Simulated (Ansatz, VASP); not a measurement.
BeP3Pd: VASP beside Ansatz

Contents of INCAR:

```
ALGO = Normal ; EDIFF = 1E-7
EDIFFG = -0.01 ; ENCUT = 600
GGA = PE ; IBRION = 2
ISIF = 3 ; ISMEAR = 0
LASPH = True ; LCHARG = False
LREAL = False ; LWAVE = False
NELM = 60 ; NSW = 100
PREC = Accurate ; SIGMA = 0.1
```

File KPOINTS:

```
k-points
0
Gamma
  8 8 8
```

The input POSCAR:

```
BeP3Pd
1.0
    4.4199040208      0.0000000000      0.0000000000
    0.0000000000      4.4199040208      0.0000000000
    0.0000000000      0.0000000000      4.7250474709
Be P Pd
1 3 1
Direct
    0.0000000000      0.0000000000      0.3078373729
    0.5000000000      0.5000000000      0.0564090863
    0.0000000000      0.5000000000      0.2638790390
    0.5000000000      0.0000000000      0.2638790390
    0.5000000000      0.5000000000      0.5679954628
```

Input for Ansatz:

```yaml
crystal:
  lattice:
    - [4.4199040208, 0.0, 0.0]
    - [0.0, 4.4199040208, 0.0]
    - [0.0, 0.0, 4.7250474709]
  atoms:
    - { symbol: Be, position: [0.0, 0.0, 0.3078373729] }
    - { symbol: P, position: [0.5, 0.5, 0.0564090863] }
    - { symbol: P, position: [0.0, 0.5, 0.263879039] }
    - { symbol: P, position: [0.5, 0.0, 0.263879039] }
    - { symbol: Pd, position: [0.5, 0.5, 0.5679954628] }
basis:
  ecutwfc: 420
kpoints:
  mp_grid: { grid: [8, 8, 8] }
hamiltonian:
  xc: pbe
scf:
  occupations: { method: gaussian, width: 0.1 }
output:
  forces: true
  stress: true
  eigenvalues: true
  write_density: true
  write_potential: true
  elf: true
  volumetric_format: npy
relax:
  adjacent_minimum: "off"
  f_tol: 0.01
  max_steps: 80
  cell: { stress_tol: 0.05 }
```

Alike in both runs: task relaxation of cell and atoms; functional PBE; k mesh 8 × 8 × 8; occupations gaussian, width 0.1 eV; no spin polarisation.

```csv
,VASP,Ansatz
version,VASP 6.6.1,Ansatz 0.2.0
potentials or method,"VASP PAW PBE potentials, release 64 (Be, P, Pd), cutoff 600 eV","scalar-relativistic, plane waves, PAW"
valence electrons in the cell,27,35
```

Ansatz gave:

| Item | Value |
| --- | --- |
| gap on the k mesh at the Fermi level, each at its own relaxed structure (eV) | none |
| relaxed volume (Å³/atom) | 18.37 |
| relaxed cell length with the largest relative difference (Å) | 4.361 |

Q: What did VASP give for the same quantities?

A: gap on the k mesh at the Fermi level, each at its own relaxed structure (eV): none; relaxed volume (Å³/atom): 18.35; relaxed cell length with the largest relative difference (Å): 4.358.

A gap of «none» marks a metal or a gap that the smearing closes. VASP's potentials hold 27 valence electrons a cell and Ansatz's 35, so a difference there can come from the potentials and not from the codes.
